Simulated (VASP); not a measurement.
Set up this calculation in VASP 6.6.1, as the native input.

```yaml
Task: single point
Functional: PBE
Potentials_or_basis: VASP PAW PBE potentials, release 64 (Ag, Cl)
Cutoff: 520 eV
k_mesh: 10 × 10 × 10
Occupations: gaussian, width 0.05 eV
Spin: no spin polarisation
Dipole_correction: no
Further_INCAR_settings: ALGO = Normal; EDIFF = 1e-06; NBANDS = 16
```

The structure of AgCl lies in POSCAR:

```
AgCl
1.0
    0.0000000000      2.5409273260      3.3032055238
    2.5409273260      0.0000000000      3.3032055238
    2.5409273260      2.5409273260      0.0000000000
Ag Cl
1 1
Direct
    0.5000000000      0.5000000000      0.5000000000
    0.0000000000      0.0000000000      0.0000000000
```

This cell differs from its parent crystal: ratio of the length along z to the lengths across it x 1.3, volume and fractional coordinates fixed.

The input as run:

INCAR

```
SYSTEM = AgCl
PREC = Accurate
ENCUT = 520
EDIFF = 1E-6
ISMEAR = 0
SIGMA = 0.05
LREAL = .False.
LASPH = .True.
NELM = 60
ALGO = Normal
ISIF = 2
LWAVE = .False.
LCHARG = .True.
GGA = PE
LELF = .True.
LVHAR = .True.
NBANDS = 16
```

KPOINTS

```
regular mesh
0
Gamma
  10 10 10
  0 0 0
```

Potentials or basis: VASP PAW PBE potentials, release 64 (Ag, Cl).

Command:

```console
$ cat potpaw_PBE.64/Ag/POTCAR potpaw_PBE.64/Cl/POTCAR > POTCAR
$ mpirun -np 1 vasp_std > vasp.out
```

It gave:

```
Pressure               : 7.8 GPa
Band gap on the k mesh : 0.33 eV (least direct gap 3.15 eV)
```

Caveat: the stress differs along the axes, from 0 to 12 GPa; semilocal functionals underestimate gaps, and a narrow one can read as zero.

Run time: 23 s on 1 thread of Intel(R) Xeon(R) 6975P-C (Granite Rapids) (shared host), peak memory 0.21 GiB.
